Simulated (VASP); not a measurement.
## BeS5: relaxation of cell and atoms with PBE

Crystal: BeS5.

```
CELL_PARAMETERS angstrom
4.42406 0.00000 0.00000
-2.21203 3.83135 0.00000
0.00000 0.00000 7.74334
ATOMIC_POSITIONS crystal
Be 0.00000 0.00000 0.00000
S 0.33333 0.66667 0.00000
S 0.00000 0.72535 0.50000
S 0.72535 0.00000 0.50000
S 0.27465 0.27465 0.50000
S 0.66667 0.33333 0.00000
```

The cell was built from a structure type or drawn by symmetry, and may not be a known phase.

* Program: VASP 6.6.1
* Task: relaxation of cell and atoms
* Functional: PBE
* Potentials or basis: VASP PAW PBE potentials, release 64 (Be, S)
* Cutoff: 600 eV
* k mesh: 12 × 12 × 6
* Occupations: gaussian, width 0.1 eV
* Spin: no spin polarisation
* Dipole correction: no
* Further INCAR settings: ALGO = Normal; EDIFF = 1e-06; IBRION = 2; EDIFFG = -0.01; NSW = 100; ISIF = 3

| Quantity | Value |
| --- | --- |
| Relaxed volume | 22.84 Å³/atom |
| Relaxed cell | a = 4.398 Å, b = 4.398 Å, c = 8.183 Å, α = 90.00°, β = 90.00°, γ = 120.00° |
| Space group after relaxing (to 0.1 Å) | P-62m (No. 189) |
| Energy gained by relaxing | 1.4 meV/atom |
| Ionic steps | 19 |
| Pressure after relaxing | 0.0 GPa |
| Largest force after relaxing | 0.009 eV/Å |
| Band gap on the k mesh | zero (bands 16 and 17 overlap by 0.81 eV) |

Forces in eV/Å, atoms in the order of the input:
```
Be   0.000  0.000  0.000
S    0.000  0.000  0.000
S    0.005 -0.008  0.000
S   -0.009  0.000  0.000
S    0.005  0.008  0.000
S    0.000  0.000  0.000
```

The path:
| step | energy change (eV) | largest force (eV/Å) | pressure (GPa) | volume (Å³) |
| --- | --- | --- | --- | --- |
| 1 | 0.0000 | 0.0037 | -0.52 | 131.25 |
| 2 | -0.0024 | 0.2116 | 0.36 | 129.89 |
| 3 | -0.0030 | 0.1475 | 0.09 | 130.30 |
| 4 | -0.0048 | 0.0232 | 0.09 | 130.01 |
| 5 | -0.0049 | 0.0082 | 0.10 | 129.93 |
| 6 | -0.0051 | 0.0150 | 0.06 | 130.16 |
| 7 | -0.0057 | 0.0355 | -0.03 | 130.84 |
| 8 | -0.0062 | 0.0763 | -0.21 | 132.22 |
| 9 | -0.0063 | 0.0732 | -0.20 | 132.26 |
| 10 | -0.0065 | 0.0635 | -0.19 | 132.40 |
| 11 | -0.0068 | 0.0444 | -0.15 | 132.67 |
| 12 | -0.0074 | 0.0060 | -0.07 | 133.21 |
| 13 | -0.0078 | 0.0723 | 0.09 | 134.29 |
| 14 | -0.0080 | 0.0672 | 0.07 | 134.72 |
| 15 | -0.0084 | 0.0515 | 0.05 | 136.04 |
| 16 | -0.0085 | 0.0203 | -0.02 | 138.67 |
| 17 | -0.0086 | 0.0296 | -0.01 | 137.92 |
| 18 | -0.0085 | 0.0372 | 0.00 | 137.27 |
| 19 | -0.0086 | 0.0094 | -0.03 | 137.07 |

Final structure:
```cif
data_structure
_symmetry_space_group_name_H-M 'P 1'
_symmetry_Int_Tables_number 1
_cell_length_a 4.3979
_cell_length_b 4.3979
_cell_length_c 8.1831
_cell_angle_alpha 90.000
_cell_angle_beta 90.000
_cell_angle_gamma 120.000
_cell_volume 137.07
loop_
_atom_site_label
_atom_site_type_symbol
_atom_site_fract_x
_atom_site_fract_y
_atom_site_fract_z
_atom_site_occupancy
Be1 Be 0.00000 0.00000 0.00000 1
S1 S 0.33333 0.66667 0.00000 1
S2 S 0.00000 0.72379 0.50000 1
S3 S 0.72379 0.00000 0.50000 1
S4 S 0.27621 0.27621 0.50000 1
S5 S 0.66667 0.33333 0.00000 1
```

Levels at points of the mesh, in eV from the Fermi level:
```
           k point  band 13  band 14  band 15  band 16  band 17  band 18  band 19  band 20
(0.00, 0.00, 0.00)    -2.28    -2.18    -2.18     0.25     0.25     0.46     1.13     4.19
(0.50, 0.00, 0.00)    -1.57    -1.34    -0.33     0.56     0.76     1.78     2.50     3.11
(0.00, 0.00, 0.50)    -2.29    -2.19    -2.19     0.26     0.26     0.47     1.27     4.23
(0.50, 0.00, 0.50)    -1.95    -1.38    -0.35     0.57     0.76     1.78     2.48     2.87
```

Run time: 59 min on 1 thread of Intel Xeon 8259CL (shared host), peak memory 0.42 GiB.
